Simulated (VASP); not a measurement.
A run of VASP 6.6.1:

The input INCAR:

```
SYSTEM = CaO
PREC = Accurate
ENCUT = 520
EDIFF = 1E-7
ISMEAR = 0
SIGMA = 0.01
LREAL = .FALSE.
LASPH = .TRUE.
NELM = 60
ALGO = Normal
ISIF = 2
LWAVE = .FALSE.
LCHARG = .TRUE.
GGA = PE
LELF = .TRUE.
LVHAR = .TRUE.
NBANDS = 15
```

File KPOINTS:

```
regular mesh
0
G
  7 7 7
  0 0 0
```

File POSCAR:

```
CaO
1.0
    0.0000000000      2.4303282823      2.4303282823
    2.4303282823      0.0000000000      2.4303282823
    2.4303282823      2.4303282823      0.0000000000
Ca O
1 1
Direct
    0.0000000000      0.0000000000      0.0000000000
    0.5000000000      0.5000000000      0.5000000000
```

Potentials or basis: VASP PAW PBE potentials, release 64 (Ca_sv, O).

Launch:

```console
$ cat potpaw_PBE.64/Ca_sv/POTCAR potpaw_PBE.64/O/POTCAR > POTCAR
$ mpirun -np 1 vasp_std > vasp.out
```

Hardware: 1 thread of Intel Xeon 8259CL, on a shared host.

Question: How long does it take, and how much memory?

Answer: It took 11 s on 1 thread of Intel Xeon 8259CL, on a shared host, peak memory 0.16 GiB. Counts: scf iterations 13, k points 20.
